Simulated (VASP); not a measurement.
# AgCl (Cmcm) in VASP: further runs, part 2 of 2

VASP 6.6.1.

### 4 Electric field gradients, PBEsol (zz strain of +2 %)

Contents of INCAR:

```
SYSTEM = AgCl
  PREC = Accurate
  ENCUT = 520
  EDIFF = 1E-8
  ISMEAR = -1
  SIGMA = 0.03
  LREAL = .False.
  LASPH = .True.
  NELM = 60
  ALGO = Normal
  ISIF = 2
  LWAVE = .False.
  LCHARG = .False.
  GGA = PS
  LEFG = .True.
  NBANDS = 26
```

Contents of KPOINTS:

```
Automatic mesh
0
Gamma
  9 9 8
  0 0 0
```

Contents of POSCAR:

```
AgCl
1.0
    1.8709097030     -5.5565952358      0.0000000000
    1.8709097030      5.5565952358      0.0000000000
    0.0000000000      0.0000000000      4.0025180970
Ag Cl
2 2
Direct
    0.3965554000      0.6034446000      0.7500000000
    0.6034446000      0.3965554000      0.2500000000
    0.8654487300      0.1345512700      0.2500000000
    0.1345512700      0.8654487300      0.7500000000
```

Potentials or basis: VASP PAW PBE potentials, release 64 (Ag, Cl).

Launch:

```console
cat potpaw_PBE.64/Ag/POTCAR potpaw_PBE.64/Cl/POTCAR > POTCAR
mpirun -np 1 vasp_std > vasp.out
```

OUTCAR:

```text
SYSTEM = AgCl
   PREC = Accurate
   ENCUT = 520
   EDIFF = 1E-8
   ISMEAR = -1
   LREAL = .False.
   LASPH = .True.
   NELM = 60
   ISIF = 2
   GGA = PS

 ion  position               nearest neighbor table
   1  0.397  0.603  0.750-   3 2.76   3 2.76   3 2.76   3 2.76   4 2.91   2 3.05   2 3.05
   2  0.603  0.397  0.250-   4 2.76   4 2.76   4 2.76   4 2.76   3 2.91   1 3.05   1 3.05
   3  0.865  0.135  0.250-   1 2.76   1 2.76   1 2.76   1 2.76   2 2.91
   4  0.135  0.865  0.750-   2 2.76   2 2.76   2 2.76   2 2.76   1 2.91

  LATTYP: Found a base centered orthorhombic cell.
 ALAT       =     3.7418194060
 B/A-ratio  =     2.9699964819
 C/A-ratio  =     1.0696716390

  Lattice vectors:
[... 926 lines left out ...]
 ion       V_xx      V_yy      V_zz      V_xy      V_xz      V_yz
---------------------------------------------------------------------
   1     -18.502    44.696   -26.194    -0.000     0.000    -0.000
   2     -18.502    44.696   -26.194    -0.000     0.000     0.000
   3      28.885   -50.772    21.887     0.000    -0.000     0.000
   4      28.885   -50.772    21.887     0.000     0.000    -0.000
---------------------------------------------------------------------

 Electric field gradients after diagonalization (V/A^2)
 (convention: |V_zz| > |V_xx| > |V_yy|)
----------------------------------------------------------------------
 ion       V_xx      V_yy      V_zz     asymmetry (V_yy - V_xx)/ V_zz
----------------------------------------------------------------------
   1     -26.194   -18.502    44.696       0.172
   2     -26.194   -18.502    44.696       0.172
   3      28.885    21.887   -50.772       0.138
   4      28.885    21.887   -50.772       0.138
----------------------------------------------------------------------

           NMR quadrupolar parameters

 Cq : quadrupolar parameter    Cq=e*Q*V_zz/h
 eta: asymmetry parameters     (V_yy - V_xx)/ V_zz
 Q  : nuclear electric quadrupole moment in mb (millibarn)
----------------------------------------------------------------------
 ion       Cq(MHz)       eta       Q (mb)
----------------------------------------------------------------------
   1       0.108       0.172       1.000
   2       0.108       0.172       1.000
   3      -0.123       0.138       1.000
   4      -0.123       0.138       1.000
----------------------------------------------------------------------
```

OSZICAR:

```text
N       E                     dE             d eps       ncg     rms          rms(c)
DAV:   1     0.232379515908E+03    0.23238E+03   -0.17558E+04  6500   0.128E+03
DAV:   2     0.404895117707E+00   -0.23197E+03   -0.22075E+03  7294   0.281E+02
DAV:   3    -0.123126582510E+02   -0.12718E+02   -0.12607E+02  7632   0.665E+01
DAV:   4    -0.124498356994E+02   -0.13718E+00   -0.13703E+00  7326   0.757E+00
DAV:   5    -0.124516675496E+02   -0.18319E-02   -0.18317E-02  7676   0.902E-01    0.866E+00
DAV:   6    -0.119794069538E+02    0.47226E+00   -0.10731E+00  7110   0.114E+01    0.602E+00
DAV:   7    -0.119808231253E+02   -0.14162E-02   -0.29640E-01  6772   0.298E+00    0.274E+00
DAV:   8    -0.119746874082E+02    0.61357E-02   -0.18459E-02  6936   0.130E+00    0.625E-01
DAV:   9    -0.119739565689E+02    0.73084E-03   -0.38028E-03  7342   0.688E-01    0.111E-01
DAV:  10    -0.119740048433E+02   -0.48274E-04   -0.36143E-04  7038   0.116E-01    0.579E-02
DAV:  11    -0.119740332438E+02   -0.28401E-04   -0.28393E-05  6756   0.533E-02    0.195E-02
DAV:  12    -0.119740305535E+02    0.26903E-05   -0.73341E-06  7140   0.376E-02    0.357E-03
DAV:  13    -0.119740304360E+02    0.11747E-06   -0.13953E-06  7056   0.663E-03    0.314E-03
DAV:  14    -0.119740304296E+02    0.63801E-08   -0.15910E-07  7020   0.447E-03    0.182E-03
DAV:  15    -0.119740303987E+02    0.30953E-07   -0.34447E-08  6596   0.113E-03    0.659E-04
DAV:  16    -0.119740303779E+02    0.20719E-07   -0.34529E-09  4346   0.693E-04    0.297E-04
DAV:  17    -0.119740303858E+02   -0.78248E-08   -0.31640E-09  3442   0.551E-04
   1 F= -.11974030E+02 E0= -.11974023E+02  d E =-.144397E-04
```

Wall time 8.9 min (1 thread of Intel Xeon Platinum 8375C at 2.90GHz (Ice Lake), shared host); peak memory 0.4 GiB.

Results:

* Free energy: -11.9740 eV
* Pressure: -4.0 GPa
* Largest force: 0.050 eV/Å
* Band gap on the k mesh: 0.34 eV (least direct gap 1.73 eV)
* Largest electric field gradient by atom: Ag +44.7; Cl -50.8 V/Å²

Forces in eV/Å, atoms in the order of the input:
```
Ag   0.000 -0.011  0.000
Ag   0.000  0.011  0.000
Cl   0.000 -0.050  0.000
Cl   0.000  0.050  0.000
```

Electric field gradients, principal values (V/Å²):
```
atom    least   middle  greatest (by size)
1 Ag  -18.502  -26.194              44.696
2 Ag  -18.502  -26.194              44.696
3 Cl   21.887   28.885             -50.772
4 Cl   21.887   28.885             -50.772
```

Caveat: the cell differs from its parent crystal (zz strain of +2 %); the cell stands under tension; without QUAD_EFG the Cq values of the log hold for a quadrupole moment of 1 mb, not for the nuclei; the PAW data sets were made with another functional, which shifts forces and pressure a little; an odd mesh through Γ misses points on the zone boundary, where band edges can lie.

### 5 Electric field gradients, PBEsol (zz strain of +2 %)

Contents of INCAR:

```
  PREC = Accurate
  ENCUT = 520
  EDIFF = 1E-8
  ISMEAR = -1
  SIGMA = 0.03
  LREAL = False
  LASPH = True
  NELM = 100
  ALGO = Normal
  ISIF = 2
  LWAVE = False
  LCHARG = False
  GGA = PS
  LEFG = True
  NBANDS = 26
```

Contents of KPOINTS:

```
regular mesh
0
Gamma
  9 9 8
```

POSCAR is that of step 4.

Potentials or basis: VASP PAW PBE potentials, release 64 (Ag, Cl).

Launch:

```console
cat potpaw_PBE.64/Ag/POTCAR potpaw_PBE.64/Cl/POTCAR > POTCAR
mpirun -np 1 vasp_std > vasp.out
```

OUTCAR:

```text
PREC = Accurate
   ENCUT = 520
   EDIFF = 1E-8
   ISMEAR = -1
   LREAL = False
   LASPH = True
   NELM = 100
   ISIF = 2
   GGA = PS

 ion  position               nearest neighbor table
   1  0.397  0.603  0.750-   3 2.76   3 2.76   3 2.76   3 2.76   4 2.91   2 3.05   2 3.05
   2  0.603  0.397  0.250-   4 2.76   4 2.76   4 2.76   4 2.76   3 2.91   1 3.05   1 3.05
   3  0.865  0.135  0.250-   1 2.76   1 2.76   1 2.76   1 2.76   2 2.91
   4  0.135  0.865  0.750-   2 2.76   2 2.76   2 2.76   2 2.76   1 2.91

  LATTYP: Found a base centered orthorhombic cell.
 ALAT       =     3.7418194060
 B/A-ratio  =     2.9699964819
 C/A-ratio  =     1.0696716390

  Lattice vectors:

 A1 = (   1.8709097030,  -5.5565952358,   0.0000000000)
[... 926 lines left out ...]
   1     -18.502    44.696   -26.194    -0.000     0.000    -0.000
   2     -18.502    44.696   -26.194    -0.000     0.000     0.000
   3      28.885   -50.772    21.887     0.000    -0.000     0.000
   4      28.885   -50.772    21.887     0.000     0.000    -0.000
---------------------------------------------------------------------

 Electric field gradients after diagonalization (V/A^2)
 (convention: |V_zz| > |V_xx| > |V_yy|)
----------------------------------------------------------------------
 ion       V_xx      V_yy      V_zz     asymmetry (V_yy - V_xx)/ V_zz
----------------------------------------------------------------------
   1     -26.194   -18.502    44.696       0.172
   2     -26.194   -18.502    44.696       0.172
   3      28.885    21.887   -50.772       0.138
   4      28.885    21.887   -50.772       0.138
----------------------------------------------------------------------

           NMR quadrupolar parameters

 Cq : quadrupolar parameter    Cq=e*Q*V_zz/h
 eta: asymmetry parameters     (V_yy - V_xx)/ V_zz
 Q  : nuclear electric quadrupole moment in mb (millibarn)
----------------------------------------------------------------------
 ion       Cq(MHz)       eta       Q (mb)
----------------------------------------------------------------------
   1       0.108       0.172       1.000
   2       0.108       0.172       1.000
   3      -0.123       0.138       1.000
   4      -0.123       0.138       1.000
----------------------------------------------------------------------
```

Run time: 8.8 min. Hardware: 1 thread of Intel Xeon Platinum 8375C at 2.90GHz (Ice Lake), shared host; peak memory 0.39 GiB.

Results:

```yaml
Free_energy: -11.9740 eV
Pressure: -4.0 GPa
Largest_force: 0.050 eV/Å
Band_gap_on_the_k_mesh: 0.34 eV (least direct gap 1.73 eV)
Largest_electric_field_gradient_by_atom: Ag +44.7; Cl -50.8 V/Å²
```

Forces on the atoms (eV/Å):
```
Ag   0.000 -0.011  0.000
Ag   0.000  0.011  0.000
Cl   0.000 -0.050  0.000
Cl   0.000  0.050  0.000
```

Stress tensor (GPa, compression positive):
```
-4.09  0.00  0.00
 0.00 -3.14  0.00
 0.00  0.00 -4.73
```

Electric field gradients, principal values (V/Å²):
```
atom    least   middle  greatest (by size)
1 Ag  -18.502  -26.194              44.696
2 Ag  -18.502  -26.194              44.696
3 Cl   21.887   28.885             -50.772
4 Cl   21.887   28.885             -50.772
```

Caveat: the cell differs from its parent crystal (zz strain of +2 %); the cell stands under tension; without QUAD_EFG the Cq values of the log hold for a quadrupole moment of 1 mb, not for the nuclei; the PAW data sets were made with another functional, which shifts forces and pressure a little; an odd mesh through Γ misses points on the zone boundary, where band edges can lie.

### 6 The runs side by side

```tsv
cell	gap on the mesh (eV)	pressure (GPa)	largest force (eV/Å)
a = 5.746, b = 5.746, c = 3.924 Å, angles 90.0, 90.0, 142.8°, 4 atoms	0.34	-1.0	0.05
a = 5.863, b = 5.863, c = 3.924 Å, angles 90.0, 90.0, 142.8°, 4 atoms	0.33	-3.0	0.03
a = 5.863, b = 5.863, c = 4.003 Å, angles 90.0, 90.0, 142.8°, 4 atoms	0.34	-4.0	0.05
```

Alike in all rows: task electric field gradients; level PBEsol; potentials or basis VASP PAW PBE potentials, release 64 (Ag, Cl); no spin polarisation; k mesh 9 × 9 × 8; cutoff (eV) 520; smearing fermi-dirac 0.03 eV.

Caveats: the PAW data sets were made with another functional, which shifts forces and pressure a little; an odd mesh through Γ misses points on the zone boundary, where band edges can lie; the cell stands under tension (at least some runs).

Absolute energies hang on the potentials; compare differences alone.
